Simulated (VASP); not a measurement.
Runs of VASP 6.6.1 on PbO2. It takes space group P4_2/mnm (No. 136, tetragonal). The conventional cell has a = 4.995 Å, b = 4.995 Å, c = 3.409 Å, α = 90.00°, β = 90.00°, γ = 90.00°. Within 2.9 Å of Pb (site symmetry mmm) lie 6 O at 2.17 to 2.18 Å. Within 2.9 Å of O (site symmetry m2m) lie 3 Pb at 2.17 to 2.18 Å and 1 O at 2.72 Å. 

| level | cell | gap on the mesh (eV) | pressure (GPa) | largest force (eV/Å) |
| --- | --- | --- | --- | --- |
| PBEsol | relaxed to 30 GPa | none | 30.1 | - |
| PBEsol | relaxed to 20 GPa | none | 20.1 | 0.01 |
| PBEsol+D3(BJ) | relaxed | (a) | 0.0 | 0.01 |
| PBEsol | relaxed to 10 GPa | 0.12 | 10.0 | - |

Alike in all rows: task relaxation of cell and atoms; potentials or basis VASP PAW PBE potentials, release 64 (Pb_d, O); no spin polarisation; k mesh 6 × 6 × 8; cutoff (eV) 600; smearing fermi-dirac 0.05 eV.

**Question.** Fill in the values left out.

**Answer.** (a) 0.10.

Caveats: the PAW data sets were made with another functional, which shifts forces and pressure a little; spin-orbit coupling is left out, which moves the levels of the heavy elements; the cell is relaxed towards a set pressure, so the run minimises the enthalpy, not the energy (at least some runs); semilocal functionals underestimate gaps, and a narrow one can read as zero (at least some runs); the smearing spreads over this small gap (at least some runs).

A k mesh can miss the band edges, and the runs leave out spin-orbit coupling on Pb.

A gap of «none» marks levels without a gap at the run's occupations.
